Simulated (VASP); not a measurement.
# Cd3Cl2 (R-3c) in VASP: notebook

Runs on Cd3Cl2. Level: PBE. Tasks: single point.

Everything below comes from runs of VASP 6.6.1. Logs are shortened: lines on timing, memory, paths and dates and some standing lists are left out, and cuts for length are marked.

## Step 1: The cell of the first run

The structure is trigonal, space group R-3c (No. 167). The conventional cell has a = 6.831 Å, b = 6.831 Å, c = 18.650 Å, α = 90.00°, β = 90.00°, γ = 120.00°. Within 4.2 Å of Cd (site symmetry 2) lie 4 Cl at 2.66 to 2.83 Å and 12 Cd at 3.62 to 4.11 Å. Within 3.5 Å of Cl (site symmetry 3) lie 6 Cd at 2.66 to 2.83 Å.

## Step 2: Single point, PBE

INCAR

```
SYSTEM = Cd3Cl2
  PREC = Accurate
  ENCUT = 520
  EDIFF = 1E-7
  ISMEAR = 0
  SIGMA = 0.1
  LREAL = .FALSE.
  LASPH = .TRUE.
  NELM = 80
  ALGO = Normal
  ISIF = 2
  LWAVE = .FALSE.
  LCHARG = .FALSE.
  GGA = PE
  NBANDS = 61
```

KPOINTS

```
Automatic mesh
0
G
  3 3 3
  0 0 0
```

POSCAR

```
Cd3Cl2
1.0
    3.4154030139      1.9718838494      6.2165463784
   -3.4154030139      1.9718838494      6.2165463784
    0.0000000000     -3.9437676990      6.2165463784
Cd Cl
6 4
Direct
    0.0562500000      0.4437500000      0.7500000000
    0.7500000000      0.0562500000      0.4437500000
    0.4437500000      0.7500000000      0.0562500000
    0.9437500000      0.5562500000      0.2500000000
    0.2500000000      0.9437500000      0.5562500000
    0.5562500000      0.2500000000      0.9437500000
    0.8521800000      0.8521800000      0.8521800000
    0.6478200000      0.6478200000      0.6478200000
    0.1478200000      0.1478200000      0.1478200000
    0.3521800000      0.3521800000      0.3521800000
```

Potentials or basis: VASP PAW PBE potentials, release 64 (Cd, Cl).

Started as:

```
$ cat potpaw_PBE.64/Cd/POTCAR potpaw_PBE.64/Cl/POTCAR > POTCAR
$ mpirun -np 1 vasp_std > vasp.out
```

OUTCAR:

```text
SYSTEM = Cd3Cl2
   PREC = Accurate
   ENCUT = 520
   EDIFF = 1E-7
   ISMEAR = 0
   LREAL = .FALSE.
   LASPH = .TRUE.
   NELM = 80
   ISIF = 2
   GGA = PE

 ion  position               nearest neighbor table
   1  0.056  0.444  0.750-   9 2.66  10 2.66   7 2.83   8 2.83   2 3.62   3 3.62   4 3.76   4 3.76

   2  0.750  0.056  0.444-   9 2.66  10 2.66   8 2.83   7 2.83   1 3.62   3 3.62   5 3.76   5 3.76

   3  0.444  0.750  0.056-  10 2.66   9 2.66   7 2.83   8 2.83   1 3.62   2 3.62   6 3.76   6 3.76

   4  0.944  0.556  0.250-   7 2.66   8 2.66   9 2.83  10 2.83   6 3.62   5 3.62   1 3.76   1 3.76

   5  0.250  0.944  0.556-   7 2.66   8 2.66  10 2.83   9 2.83   4 3.62   6 3.62   2 3.76   2 3.76

   6  0.556  0.250  0.944-   8 2.66   7 2.66   9 2.83  10 2.83   4 3.62   5 3.62   3 3.76   3 3.76

   7  0.852  0.852  0.852-   5 2.66   6 2.66   4 2.66   3 2.83   1 2.83   2 2.83
   8  0.648  0.648  0.648-   6 2.66   5 2.66   4 2.66   2 2.83   1 2.83   3 2.83
   9  0.148  0.148  0.148-   2 2.66   3 2.66   1 2.66   6 2.83   4 2.83   5 2.83
  10  0.352  0.352  0.352-   3 2.66   2 2.66   1 2.66   5 2.83   4 2.83   6 2.83

  LATTYP: Found a trigonal (rhomboedric) cell.
 ALAT       =     7.3619802049
 COS(alpha) =     0.5695481095

  Lattice vectors:

 A1 = (   3.4154030139,   1.9718838494,   6.2165463784)
 A2 = (  -3.4154030139,   1.9718838494,   6.2165463784)
 A3 = (   0.0000000000,  -3.9437676990,   6.2165463784)

Analysis of symmetry for initial positions (statically):
=====================================================================
 Subroutine PRICEL returns:
 Original cell was already a primitive cell.

 Routine SETGRP: Setting up the symmetry group for a
 trigonal (rhombohedral) supercell.

 Subroutine GETGRP returns: Found 12 space group operations
 (whereof  6 operations were pure point group operations)
 out of a pool of 12 trial point group operations.

The static configuration has the point symmetry S_6 .
 The point group associated with its full space group is D_3d.

Analysis of symmetry for dynamics (positions and initial velocities):
=====================================================================
 Subroutine PRICEL returns:
 Original cell was already a primitive cell.

 Routine SETGRP: Setting up the symmetry group for a
 trigonal (rhombohedral) supercell.

 Subroutine GETGRP returns: Found 12 space group operations
 (whereof  6 operations were pure point group operations)
 out of a pool of 12 trial point group operations.

The dynamic configuration has the point symmetry S_6 .
 The point group associated with its full space group is D_3d.

 Subroutine INISYM returns: Found 12 space group operations
 (whereof  6 operations are pure point group operations),
 and found     1 'primitive' translations

----------------------------------------------------------------------------------------

                                     Primitive cell

  volume of cell :     251.2024

  direct lattice vectors                    reciprocal lattice vectors
     3.415403014  1.971883849  6.216546378     0.146395608  0.084521544  0.053620340
    -3.415403014  1.971883849  6.216546378    -0.146395608  0.084521544  0.053620340
     0.000000000 -3.943767699  6.216546378     0.000000000 -0.169043087  0.053620340

  length of vectors
     7.361980205  7.361980205  7.361980205     0.177343470  0.177343470  0.177343470

  position of ions in fractional coordinates (direct lattice)
     0.056250000  0.443750000  0.750000000
     0.750000000  0.056250000  0.443750000
     0.443750000  0.750000000  0.056250000
     0.943750000  0.556250000  0.250000000
     0.250000000  0.943750000  0.556250000
     0.556250000  0.250000000  0.943750000
     0.852180000  0.852180000  0.852180000
     0.647820000  0.647820000  0.647820000
     0.147820000  0.147820000  0.147820000
     0.352180000  0.352180000  0.352180000

  ion indices of the primitive-cell ions
   primitive index   ion index
                 1           1
                 2           2
                 3           3
                 4           4
                 5           5
                 6           6
                 7           7
                 8           8
                 9           9
                10          10

----------------------------------------------------------------------------------------

 KPOINTS: Automatic mesh

Automatic generation of k-mesh.
 Grid dimensions read from file:
 generate k-points for:    3    3    3

 Generating k-lattice:

  Cartesian coordinates                     Fractional coordinates (reciprocal lattice)
     0.048798536  0.028173848  0.017873447     0.333333333 -0.000000000  0.000000000
    -0.048798536  0.028173848  0.017873447    -0.000000000  0.333333333  0.000000000
     0.000000000 -0.056347696  0.017873447     0.000000000  0.000000000  0.333333333

  Length of vectors
     0.059114490  0.059114490  0.059114490

  Shift w.r.t. Gamma in fractional coordinates (k-lattice)
     0.000000000  0.000000000  0.000000000

 Subroutine IBZKPT returns following result:
 ===========================================

 Found      6 irreducible k-points:

 Following reciprocal coordinates:
            Coordinates               Weight
  0.000000  0.000000  0.000000      1.000000
  0.333333 -0.000000  0.000000      6.000000
  0.333333  0.333333  0.000000      6.000000
 -0.333333  0.333333  0.000000      6.000000
  0.333333  0.333333  0.333333      2.000000
 -0.333333  0.333333  0.333333      6.000000
   k-points           NKPTS =      6   k-points in BZ     NKDIM =      6   number of bands    NBANDS=     61
   number of dos      NEDOS =    301   number of ions     NIONS =     10
   total plane-waves  NPLWV = 175616
   dimension x,y,z NGX =    56 NGY =   56 NGZ =   56
   dimension x,y,z NGXF=   112 NGYF=  112 NGZF=  112
   ions per type =               6   4
   NGX,Y,Z   is equivalent  to a cutoff of  12.65, 12.65, 12.65 a.u.
   NGXF,Y,Z  is equivalent  to a cutoff of  25.29, 25.29, 25.29 a.u.
 SYSTEM =  Cd3Cl2
   PREC   = accura    normal or accurate (medium, high low for compatibility)
   ISTART =      0    job   : 0-new  1-cont  2-samecut
   ICHARG =      2    charge: 1-file 2-atom 10-const
   ISPIN  =      1    spin polarized calculation?
   LNONCOLLINEAR =      F non collinear calculations
   LSORBIT =      F    spin-orbit coupling
   LASPH  =      T    aspherical Exc in radial PAW
   ENCUT  =  520.0 eV  38.22 Ry    6.18 a.u.  13.69 13.69 13.69*2*pi/ulx,y,z
   NELM   =     80;   NELMIN=  2; NELMDL= -5     # of ELM steps
   EDIFF  = 0.1E-06   stopping-criterion for ELM
   LREAL  =      F    real-space projection
   EDIFFG = 0.1E-05   stopping-criterion for IOM
   NSW    =      0    number of steps for IOM
   IBRION =     -1    ionic relax: 0-MD 1-quasi-New 2-CG
   NFREE  =      0    steps in history (QN), initial steepest desc. (CG)
   ISIF   =      2    stress and relaxation
   ISYM   =      2    0-nonsym 1-usesym 2-fastsym
   POTIM  = 0.5000    time-step for ionic-motion
   TEBEG  =    0.0;   TEEND  =   0.0 temperature during run
   PSTRESS=    0.0 pullay stress
   NELECT =     100.0000    total number of electrons
   NUPDOWN=      -1.0000    fix difference up-down
   EMIN   =  10.00;   EMAX   =-10.00  energy-range for DOS
   EFERMI =   0.00;   METHOD = LEGACY
   ISMEAR =     0;   SIGMA  =   0.10  broadening in eV -4-tet -1-fermi 0-gaus
   EFERMI_NEDOS =   21; number of points for ismear=-14 and -15
   IALGO  =     38    algorithm
   IMIX   =      4    mixing-type and parameters
     AMIX     =   0.40;   BMIX     =  1.00
     AMIX_MAG =   1.60;   BMIX_MAG =  1.00
  volume/ion in A,a.u.               =      25.12       169.52
  Fermi-wavevector in a.u.,A,eV,Ry     =   1.204297  2.275791 19.732954  1.450331
  Thomas-Fermi vector in A             =   2.340026
   LORBIT       =      0    0 simple, 1 ext, 2 COOP (PROOUT), +10 PAW based schemes
   GGA     = PE    functional components
   LHFCALC =     F    Hartree Fock is set to
   AEXX    =    0.0000 exact exchange contribution
   IVDW    =     0    specifies the selected vdW correction
   LEPSILON=     F    determine dielectric tensor
   LRPA    =     F    only Hartree local field effects (RPA)
 non-spin polarized calculation
 Gauss-broadening in eV      SIGMA  =   0.10
  energy-cutoff  :      520.00
  volume of cell :      251.20
 maximum number of plane-waves:      6785
   NGX = 27   NGY = 27   NGZ = 27

 number of electron     100.0000009 magnetization

 Free energy of the ion-electron system (eV)
  ---------------------------------------------------
  ext. energy  EPLUGINS =         0.00000000
  ---------------------------------------------------
  free energy    TOTEN  =       -10.98574518 eV

  energy without entropy =      -10.96927127  energy(sigma->0) =      -10.97750823

 E-fermi :   2.9782     XC(G=0):  -9.4443

 val. band max:        2.8725683706   @ k =   0.3333  -0.0000   0.0000
 cond. band min:       3.0612807614   @ k =  -0.3333   0.3333   0.0000
 fundamental gap:      0.1887123908
 Fermi energy:         2.9782226389

 k-point     1 :       0.0000    0.0000    0.0000
  band No.  band energies     occupation
      1     -14.5593      2.00000
      2     -14.3184      2.00000
      3     -14.3069      2.00000
      4     -14.2540      2.00000
      5      -6.4040      2.00000
      6      -6.4040      2.00000
[... 53 lines left out ...]
     60       7.5052      0.00000
     61       7.5052      0.00000

 k-point     2 :       0.3333   -0.0000    0.0000
  band No.  band energies     occupation
      1     -14.4869      2.00000
      2     -14.3599      2.00000
      3     -14.3126      2.00000
      4     -14.2804      2.00000
      5      -6.3437      2.00000
      6      -6.3399      2.00000
[... 53 lines left out ...]
     60       7.7912      0.00000
     61       8.0417      0.00000

 k-point     3 :       0.3333    0.3333    0.0000
  band No.  band energies     occupation
      1     -14.4753      2.00000
      2     -14.3425      2.00000
      3     -14.3296      2.00000
      4     -14.2925      2.00000
      5      -6.3836      2.00000
      6      -6.3616      2.00000
[... 53 lines left out ...]
     60       7.3511      0.00000
     61       7.4286      0.00000

 k-point     4 :      -0.3333    0.3333    0.0000
  band No.  band energies     occupation
      1     -14.4035      2.00000
      2     -14.4017      2.00000
      3     -14.3183      2.00000
      4     -14.3164      2.00000
      5      -6.3539      2.00000
      6      -6.3372      2.00000
[... 53 lines left out ...]
     60       7.1215      0.00000
     61       7.5655      0.00000

 k-point     5 :       0.3333    0.3333    0.3333
  band No.  band energies     occupation
      1     -14.4996      2.00000
      2     -14.3800      2.00000
      3     -14.2935      2.00000
      4     -14.2681      2.00000
      5      -6.3639      2.00000
      6      -6.3639      2.00000
[... 53 lines left out ...]
     60       7.7010      0.00000
     61       7.7010      0.00000

 k-point     6 :      -0.3333    0.3333    0.3333
  band No.  band energies     occupation
      1     -14.4203      2.00000
      2     -14.4054      2.00000
      3     -14.3153      2.00000
      4     -14.2997      2.00000
      5      -6.3603      2.00000
      6      -6.3263      2.00000
[... 53 lines left out ...]
     60       7.2826      0.00000
     61       7.5470      0.00000

------------------------ aborting loop because EDIFF is reached ----------------------------------------

  FORCE on cell =-STRESS in cart. coord.  units (eV):
  Direction    XX          YY          ZZ          XY          YZ          ZX
  --------------------------------------------------------------------------------------
  -------------------------------------------------------------------------------------
  Total       16.4127163     16.4127163     11.8418014      0.0000000     -0.0000000      0.0000000
  in kB      104.6808714    104.6808714     75.5274182      0.0000000     -0.0000000      0.0000000
  external PRESSURE =      94.9630536 kB  Pullay stress =       0.0000000 kB

 VOLUME and BASIS-vectors are now :
 -----------------------------------------------------------------------------
  energy-cutoff  :      520.00
  volume of cell :      251.20
      direct lattice vectors                 reciprocal lattice vectors
     3.415403014  1.971883849  6.216546378     0.146395608  0.084521544  0.053620340
    -3.415403014  1.971883849  6.216546378    -0.146395608  0.084521544  0.053620340
     0.000000000 -3.943767699  6.216546378     0.000000000 -0.169043087  0.053620340

 POSITION                                       TOTAL-FORCE (eV/Angst)
 -----------------------------------------------------------------------------------
     -1.32347     -1.97188      7.77068         0.069268     -0.000000      0.000000
      2.36944     -0.16022      7.77068        -0.034634      0.059988      0.000000
     -1.04597      2.13210      7.77068        -0.034634     -0.059988      0.000000
      1.32347      1.97188     10.87896        -0.069268     -0.000000     -0.000000
     -2.36944      0.16022     10.87896         0.034634     -0.059988      0.000000
      1.04597     -2.13210     10.87896         0.034634      0.059988      0.000000
      0.00000     -0.00000     15.89285         0.000000      0.000000     -0.110652
      0.00000     -0.00000     12.08161         0.000000     -0.000000      0.110652
      0.00000     -0.00000      2.75679         0.000000     -0.000000      0.110652
      0.00000     -0.00000      6.56803         0.000000      0.000000     -0.110652
 -----------------------------------------------------------------------------------
    total drift:                                0.000000     -0.000000      0.000000

  FREE ENERGIE OF THE ION-ELECTRON SYSTEM (eV)
  ---------------------------------------------------
  free  energy   TOTEN  =       -10.9857451836 eV

  energy  without entropy=      -10.9692712746  energy(sigma->0) =      -10.97750823
```

Wall time 100 s (1 thread of Intel Xeon 6975P-C (Granite Rapids), shared host); peak memory 0.43 GiB.

Results:

| Property | Result |
| --- | --- |
| Free energy | -10.9857 eV |
| Pressure | 9.5 GPa |
| Largest force | 0.111 eV/Å |
| Band gap on the k mesh | zero (bands 50 and 51 overlap by 0.57 eV) |

Forces on the atoms (eV/Å):
```
Cd   0.069  0.000  0.000
Cd  -0.035  0.060  0.000
Cd  -0.035 -0.060  0.000
Cd  -0.069  0.000  0.000
Cd   0.035 -0.060  0.000
Cd   0.035  0.060  0.000
Cl   0.000  0.000 -0.111
Cl   0.000  0.000  0.111
Cl   0.000  0.000  0.111
Cl   0.000  0.000 -0.111
```

Stress tensor (GPa, compression positive):
```
10.47  0.00  0.00
 0.00 10.47  0.00
 0.00  0.00  7.55
```

Caveat: the k points lie up to 0.37 Å⁻¹ apart, too coarse for converged energies and pressures of a metal.

(Continued in part 2 of 2.)

The gap in the log of VASP goes by the Fermi energy; the results here count the filled bands.